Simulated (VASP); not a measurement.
# Ga4Sb3As (I-42m) in VASP: a series of runs

Runs on Ga4Sb3As. Level: PBE. Tasks: single point.

Everything below comes from runs of VASP 6.6.1. Logs are shortened: lines on timing, memory, paths and dates and some standing lists are left out, and cuts for length are marked.

### 1 The cell of the first run

It takes space group I-42m (No. 121, tetragonal). Conventional cell: a = 6.100 Å, b = 6.100 Å, c = 12.175 Å, α = 90.00°, β = 90.00°, γ = 90.00°. Within 3.3 Å of Ga (site symmetry m) lie 1 As at 2.52 Å and 3 Sb at 2.67 to 2.70 Å. Sb (site symmetry -42m) has 4 Ga at 2.70 Å within 3.6 Å. Sb (site symmetry -4) has 4 Ga at 2.67 Å within 3.5 Å. Within 3.3 Å of As (site symmetry -42m) lie 4 Ga at 2.52 Å.

### 2 Single point, PBE

The input, INCAR:

```
ALGO     = Normal         # electronic algorithm
EDIFF    = 1E-6           # SCF threshold, eV
ENCUT    = 520            # plane-wave cutoff, eV
GGA      = PE             # functional
ISIF     = 2              # what is computed and relaxed
ISMEAR   = 0              # smearing method
LASPH    = True           # aspherical terms in the spheres
LCHARG   = True           # write CHGCAR
LELF     = True           # ELF
LREAL    = False          # projectors in reciprocal space
LVHAR    = True         
LWAVE    = False          # write WAVECAR
NBANDS   = 46             # bands
NELM     = 60             # most SCF steps
PREC     = Accurate       # precision mode
SIGMA    = 0.1            # smearing width, eV
```

The input, KPOINTS:

```
k-points
0
Gamma
  4 4 4
```

The input, POSCAR:

```
Ga4Sb3As
1.0
   -3.0497903325      3.0497903325      6.0874037247
    3.0497903325     -3.0497903325      6.0874037247
    3.0497903325      3.0497903325     -6.0874037247
Ga Sb As
4 3 1
Direct
    0.6419115423      0.6419115423      0.5249925644
    0.1169189779      0.1169189779      0.4750074356
    0.8830810221      0.3580884577      0.0000000000
    0.3580884577      0.8830810221      0.0000000000
    0.5000000000      0.5000000000      0.0000000000
    0.7500000000      0.2500000000      0.5000000000
    0.2500000000      0.7500000000      0.5000000000
    0.0000000000      0.0000000000      0.0000000000
```

Potentials or basis: VASP PAW PBE potentials, release 64 (Ga_d, Sb, As).

Command:

```bash
$ cat potpaw_PBE.64/Ga_d/POTCAR potpaw_PBE.64/Sb/POTCAR potpaw_PBE.64/As/POTCAR > POTCAR
$ mpirun -np 1 vasp_std > vasp.out
```

OUTCAR:

```text
EDIFF = 1E-6
   ENCUT = 520
   GGA = PE
   ISIF = 2
   ISMEAR = 0
   LASPH = True
   LREAL = False
   NELM = 60
   PREC = Accurate

 ion  position               nearest neighbor table
   1  0.642  0.642  0.525-   8 2.52   7 2.67   6 2.67   5 2.70
   2  0.117  0.117  0.475-   8 2.52   7 2.67   6 2.67   5 2.70
   3  0.883  0.358  0.000-   8 2.52   7 2.67   6 2.67   5 2.70
   4  0.358  0.883  0.000-   8 2.52   6 2.67   7 2.67   5 2.70
   5  0.500  0.500  0.000-   1 2.70   3 2.70   4 2.70   2 2.70
   6  0.750  0.250  0.500-   1 2.67   3 2.67   4 2.67   2 2.67
   7  0.250  0.750  0.500-   1 2.67   4 2.67   3 2.67   2 2.67
   8  0.000  0.000  0.000-   2 2.52   1 2.52   3 2.52   4 2.52

  LATTYP: Found a body centered tetragonal cell.
 ALAT       =     6.0995806650
 C/A-ratio  =     1.9960072861

  Lattice vectors:

 A1 = (  -3.0497903325,   3.0497903325,   6.0874037247)
 A2 = (   3.0497903325,  -3.0497903325,   6.0874037247)
 A3 = (   3.0497903325,   3.0497903325,  -6.0874037247)

Analysis of symmetry for initial positions (statically):
=====================================================================
 Subroutine PRICEL returns:
 Original cell was already a primitive cell.

 Routine SETGRP: Setting up the symmetry group for a
 body centered tetragonal supercell.

 Subroutine GETGRP returns: Found  8 space group operations
 (whereof  8 operations were pure point group operations)
 out of a pool of 16 trial point group operations.

The static configuration has the point symmetry D_2d.

Analysis of symmetry for dynamics (positions and initial velocities):
=====================================================================
 Subroutine PRICEL returns:
 Original cell was already a primitive cell.

 Routine SETGRP: Setting up the symmetry group for a
 body centered tetragonal supercell.

 Subroutine GETGRP returns: Found  8 space group operations
 (whereof  8 operations were pure point group operations)
 out of a pool of 16 trial point group operations.

The dynamic configuration has the point symmetry D_2d.

 Subroutine INISYM returns: Found  8 space group operations
 (whereof  8 operations are pure point group operations),
 and found     1 'primitive' translations

----------------------------------------------------------------------------------------

                                     Primitive cell

  volume of cell :     226.4812

  direct lattice vectors                    reciprocal lattice vectors
    -3.049790333  3.049790333  6.087403725     0.000000000  0.163945696  0.082136823
     3.049790333 -3.049790333  6.087403725     0.163945696  0.000000000  0.082136823
     3.049790333  3.049790333 -6.087403725     0.163945696  0.163945696  0.000000000

  length of vectors
     7.460491019  7.460491019  7.460491019     0.183370251  0.183370251  0.231854227

  position of ions in fractional coordinates (direct lattice)
     0.641911542  0.641911542  0.524992564
     0.116918978  0.116918978  0.475007436
     0.883081022  0.358088458  0.000000000
     0.358088458  0.883081022  0.000000000
     0.500000000  0.500000000  0.000000000
     0.750000000  0.250000000  0.500000000
     0.250000000  0.750000000  0.500000000
     0.000000000  0.000000000  0.000000000

  ion indices of the primitive-cell ions
   primitive index   ion index
                 1           1
                 2           2
                 3           3
                 4           4
                 5           5
                 6           6
                 7           7
                 8           8

----------------------------------------------------------------------------------------

 KPOINTS: k-points

Automatic generation of k-mesh.
 Grid dimensions read from file:
 generate k-points for:    4    4    4

 Generating k-lattice:

  Cartesian coordinates                     Fractional coordinates (reciprocal lattice)
     0.000000000  0.040986424  0.020534206     0.250000000  0.000000000  0.000000000
     0.040986424  0.000000000  0.020534206     0.000000000  0.250000000  0.000000000
     0.040986424  0.040986424  0.000000000     0.000000000  0.000000000  0.250000000

  Length of vectors
     0.045842563  0.045842563  0.057963557

  Shift w.r.t. Gamma in fractional coordinates (k-lattice)
     0.000000000  0.000000000  0.000000000

 Subroutine IBZKPT returns following result:
 ===========================================

 Found     13 irreducible k-points:

 Following reciprocal coordinates:
            Coordinates               Weight
  0.000000  0.000000  0.000000      1.000000
  0.250000  0.000000  0.000000      8.000000
  0.500000  0.000000  0.000000      4.000000
  0.250000  0.250000  0.000000      8.000000
  0.500000  0.250000  0.000000     16.000000
 -0.250000  0.250000  0.000000      4.000000
  0.500000  0.500000  0.000000      2.000000
  0.250000  0.250000  0.250000      2.000000
 -0.250000  0.250000  0.250000      4.000000
  0.500000  0.500000  0.250000      4.000000
 -0.250000  0.500000  0.250000      8.000000
 -0.250000 -0.250000  0.250000      2.000000
  0.500000  0.500000  0.500000      1.000000
   k-points           NKPTS =     13   k-points in BZ     NKDIM =     13   number of bands    NBANDS=     46
   number of dos      NEDOS =    301   number of ions     NIONS =      8
   total plane-waves  NPLWV = 175616
   dimension x,y,z NGX =    56 NGY =   56 NGZ =   56
   dimension x,y,z NGXF=   112 NGYF=  112 NGZF=  112
   ions per type =               4   3   1
   NGX,Y,Z   is equivalent  to a cutoff of  12.48, 12.48, 12.48 a.u.
   NGXF,Y,Z  is equivalent  to a cutoff of  24.96, 24.96, 24.96 a.u.
 SYSTEM =  unknown system
   PREC   = accura    normal or accurate (medium, high low for compatibility)
   ISTART =      0    job   : 0-new  1-cont  2-samecut
   ICHARG =      2    charge: 1-file 2-atom 10-const
   ISPIN  =      1    spin polarized calculation?
   LNONCOLLINEAR =      F non collinear calculations
   LSORBIT =      F    spin-orbit coupling
   LASPH  =      T    aspherical Exc in radial PAW
   ENCUT  =  520.0 eV  38.22 Ry    6.18 a.u.  13.87 13.87 13.87*2*pi/ulx,y,z
   NELM   =     60;   NELMIN=  2; NELMDL= -5     # of ELM steps
   EDIFF  = 0.1E-05   stopping-criterion for ELM
   LREAL  =      F    real-space projection
   EDIFFG = 0.1E-04   stopping-criterion for IOM
   NSW    =      0    number of steps for IOM
   IBRION =     -1    ionic relax: 0-MD 1-quasi-New 2-CG
   NFREE  =      0    steps in history (QN), initial steepest desc. (CG)
   ISIF   =      2    stress and relaxation
   ISYM   =      2    0-nonsym 1-usesym 2-fastsym
   POTIM  = 0.5000    time-step for ionic-motion
   TEBEG  =    0.0;   TEEND  =   0.0 temperature during run
   PSTRESS=    0.0 pullay stress
   NELECT =      72.0000    total number of electrons
   NUPDOWN=      -1.0000    fix difference up-down
   EMIN   =  10.00;   EMAX   =-10.00  energy-range for DOS
   EFERMI =   0.00;   METHOD = LEGACY
   ISMEAR =     0;   SIGMA  =   0.10  broadening in eV -4-tet -1-fermi 0-gaus
   EFERMI_NEDOS =   21; number of points for ismear=-14 and -15
   IALGO  =     38    algorithm
   IMIX   =      4    mixing-type and parameters
     AMIX     =   0.40;   BMIX     =  1.00
     AMIX_MAG =   1.60;   BMIX_MAG =  1.00
  volume/ion in A,a.u.               =      28.31       191.05
  Fermi-wavevector in a.u.,A,eV,Ry     =   1.117313  2.111416 16.985364  1.248389
  Thomas-Fermi vector in A             =   2.253935
   LORBIT       =      0    0 simple, 1 ext, 2 COOP (PROOUT), +10 PAW based schemes
   GGA     = PE    functional components
   LHFCALC =     F    Hartree Fock is set to
   AEXX    =    0.0000 exact exchange contribution
   IVDW    =     0    specifies the selected vdW correction
   LEPSILON=     F    determine dielectric tensor
   LRPA    =     F    only Hartree local field effects (RPA)
 non-spin polarized calculation
 Gauss-broadening in eV      SIGMA  =   0.10
  energy-cutoff  :      520.00
  volume of cell :      226.48
 maximum number of plane-waves:      6111
   NGX = 27   NGY = 27   NGZ = 27

 number of electron      72.0000017 magnetization

 Free energy of the ion-electron system (eV)
  ---------------------------------------------------
  ext. energy  EPLUGINS =         0.00000000
  ---------------------------------------------------
  free energy    TOTEN  =       -30.26619498 eV

  energy without entropy =      -30.26370191  energy(sigma->0) =      -30.26494845

 E-fermi :   4.2794     XC(G=0):  -9.0136

 val. band max:        4.2508926113   @ k =   0.0000   0.0000   0.0000
 cond. band min:       4.4584908624   @ k =   0.5000   0.5000   0.0000
 fundamental gap:      0.2075982511
 Fermi energy:         4.2793558992

 k-point     1 :       0.0000    0.0000    0.0000
  band No.  band energies     occupation
      1     -10.7297      2.00000
      2     -10.6964      2.00000
      3     -10.6936      2.00000
      4     -10.6608      2.00000
      5     -10.6608      2.00000
      6     -10.6600      2.00000
[... 38 lines left out ...]
     45       8.5531      0.00000
     46       8.6534      0.00000

 k-point     2 :       0.2500    0.0000    0.0000
  band No.  band energies     occupation
      1     -10.7275      2.00000
      2     -10.6922      2.00000
      3     -10.6917      2.00000
      4     -10.6677      2.00000
      5     -10.6572      2.00000
      6     -10.6566      2.00000
[... 38 lines left out ...]
     45       8.3644      0.00000
     46       8.6898      0.00000

 k-point     3 :       0.5000    0.0000    0.0000
  band No.  band energies     occupation
      1     -10.7250      2.00000
      2     -10.6881      2.00000
      3     -10.6855      2.00000
      4     -10.6777      2.00000
      5     -10.6515      2.00000
      6     -10.6510      2.00000
[... 479 lines left out ...]
     45       8.1309      0.00000
     46       8.1309      0.00000

 k-point    13 :       0.5000    0.5000    0.5000
  band No.  band energies     occupation
      1     -10.7306      2.00000
      2     -10.7026      2.00000
      3     -10.6841      2.00000
      4     -10.6796      2.00000
      5     -10.6504      2.00000
      6     -10.6504      2.00000
[... 38 lines left out ...]
     45       9.7002      0.00000
     46       9.7010      0.00000

------------------------ aborting loop because EDIFF is reached ----------------------------------------

  FORCE on cell =-STRESS in cart. coord.  units (eV):
  Direction    XX          YY          ZZ          XY          YZ          ZX
  --------------------------------------------------------------------------------------
  -------------------------------------------------------------------------------------
  Total        0.2077053      0.2077053      0.2166584      0.0000000     -0.0000000      0.0000000
  in kB        1.4693531      1.4693531      1.5326888      0.0000000     -0.0000000      0.0000000
  external PRESSURE =       1.4904650 kB  Pullay stress =       0.0000000 kB

 VOLUME and BASIS-vectors are now :
 -----------------------------------------------------------------------------
  energy-cutoff  :      520.00
  volume of cell :      226.48
      direct lattice vectors                 reciprocal lattice vectors
    -3.049790333  3.049790333  6.087403725     0.000000000  0.163945696  0.082136823
     3.049790333 -3.049790333  6.087403725     0.163945696  0.000000000  0.082136823
     3.049790333  3.049790333 -6.087403725     0.163945696  0.163945696  0.000000000

 POSITION                                       TOTAL-FORCE (eV/Angst)
 -----------------------------------------------------------------------------------
      1.60112      1.60112      4.61931        -0.002461     -0.002461     -0.010655
      1.44867      1.44867     -1.46810         0.002461      0.002461     -0.010655
     -1.60112      1.60112      7.55550         0.002461     -0.002461      0.010655
      1.60112     -1.60112      7.55550        -0.002461      0.002461      0.010655
      0.00000      0.00000      6.08740        -0.000000      0.000000      0.000000
      0.00000      3.04979      3.04370        -0.000000     -0.000000      0.000000
      3.04979      0.00000      3.04370        -0.000000     -0.000000      0.000000
      0.00000      0.00000      0.00000        -0.000000      0.000000      0.000000
 -----------------------------------------------------------------------------------
    total drift:                                0.000009      0.000009     -0.000001

  FREE ENERGIE OF THE ION-ELECTRON SYSTEM (eV)
  ---------------------------------------------------
  free  energy   TOTEN  =       -30.2661949788 eV

  energy  without entropy=      -30.2637019122  energy(sigma->0) =      -30.26494845
```

It took 99 s on 1 thread of Intel Xeon 6975P-C (Granite Rapids), shared host; peak memory 0.46 GiB.

What came out:

* Free energy: -30.2662 eV
* Pressure: 0.1 GPa
* Largest force: 0.011 eV/Å
* Band gap on the k mesh: zero (filled and empty bands touch)

Forces in eV/Å, atoms in the order of the input:
```
Ga  -0.002 -0.002 -0.011
Ga   0.002  0.002 -0.011
Ga   0.002 -0.002  0.011
Ga  -0.002  0.002  0.011
Sb   0.000  0.000  0.000
Sb   0.000  0.000  0.000
Sb   0.000  0.000  0.000
As   0.000  0.000  0.000
```

Levels at points of the mesh, in eV from the Fermi level:
```
           k point  band 34  band 35  band 36  band 37  band 38  band 39
(0.00, 0.00, 0.00)    -0.28    -0.03    -0.03    -0.03     1.04     1.37
(0.50, 0.00, 0.00)    -2.02    -1.40    -1.08     2.24     2.24     2.49
(0.50, 0.50, 0.00)    -0.97    -0.96    -0.89     0.18     0.59     1.83
(0.50, 0.50, 0.50)    -1.73    -1.40    -1.40     1.08     1.08     1.28
```

Caveat: the k points lie up to 0.36 Å⁻¹ apart; spin-orbit coupling is left out, which moves the levels of the heavy elements.

### 3 Single point, PBE

This run uses another cell than the first one, of 23.54 Å³/atom, 0.832 times its volume.

The input, INCAR:

```
PREC = Accurate
ENCUT = 520
EDIFF = 1E-6
ISMEAR = 0
SIGMA = 0.1
LREAL = False
LASPH = True
NELM = 80
ALGO = Normal
ISIF = 2
LWAVE = False
LCHARG = True
GGA = PE
LELF = True
LVHAR = True
NBANDS = 46
```

The input, KPOINTS:

```
Automatic mesh
0
Gamma
  4 4 4
```

The input, POSCAR:

```
Ga4Sb3As
1.0
   -2.8661227200      2.8661227200      5.7322454400
    2.8661227200     -2.8661227200      5.7322454400
    2.8661227200      2.8661227200     -5.7322454400
Ga Sb As
4 3 1
Direct
    0.6250000000      0.6250000000      0.5000000000
    0.1250000000      0.1250000000      0.5000000000
    0.8750000000      0.3750000000      0.0000000000
    0.3750000000      0.8750000000      0.0000000000
    0.5000000000      0.5000000000      0.0000000000
    0.7500000000      0.2500000000      0.5000000000
    0.2500000000      0.7500000000      0.5000000000
    0.0000000000      0.0000000000      0.0000000000
```

Potentials or basis: VASP PAW PBE potentials, release 64 (Ga_d, Sb, As).

Command:

```bash
$ cat potpaw_PBE.64/Ga_d/POTCAR potpaw_PBE.64/Sb/POTCAR potpaw_PBE.64/As/POTCAR > POTCAR
$ mpirun -np 1 vasp_std > vasp.out
```

Run time: 99 s. Hardware: 1 thread of Intel Xeon 6975P-C (Granite Rapids), shared host; peak memory 0.43 GiB.

Results (log left out):

| Item | Value |
| --- | --- |
| Free energy | -28.5140 eV |
| Pressure | 14.6 GPa |
| Largest force | 1.394 eV/Å |
| Band gap on the k mesh | 0.53 eV, indirect (least direct gap 0.82 eV) |

Forces on the atoms (eV/Å):
```
Ga   0.824  0.824  0.766
Ga  -0.824 -0.824  0.766
Ga  -0.824  0.824 -0.766
Ga   0.824 -0.824 -0.766
Sb   0.000  0.000  0.000
Sb   0.000  0.000  0.000
Sb   0.000  0.000  0.000
As   0.000  0.000  0.000
```

Stress tensor (GPa, compression positive):
```
14.66  0.00  0.00
 0.00 14.66  0.00
 0.00  0.00 14.59
```

Levels at points of the mesh, in eV from the valence-band top:
| k point | band 33 | band 34 | band 35 | band 36 | band 37 | band 38 | band 39 | band 40 |
| --- | --- | --- | --- | --- | --- | --- | --- | --- |
| (0.00, 0.00, 0.00) | -3.13 | -0.02 | 0.00 | 0.00 | 0.82 | 0.90 | 1.38 | 2.92 |
| (0.50, 0.00, 0.00) | -2.75 | -2.73 | -1.63 | -1.53 | 2.43 | 2.52 | 2.82 | 2.91 |
| (0.50, 0.50, 0.00) | -1.44 | -1.41 | -1.30 | -1.30 | 0.53 | 1.13 | 2.30 | 2.45 |
| (0.50, 0.50, 0.50) | -2.08 | -2.08 | -2.00 | -2.00 | 0.73 | 0.89 | 0.89 | 1.19 |

Caveat: spin-orbit coupling is left out, which moves the levels of the heavy elements; forces of over 1 eV/Å act on the atoms, so gaps and moduli don't describe the material at rest.
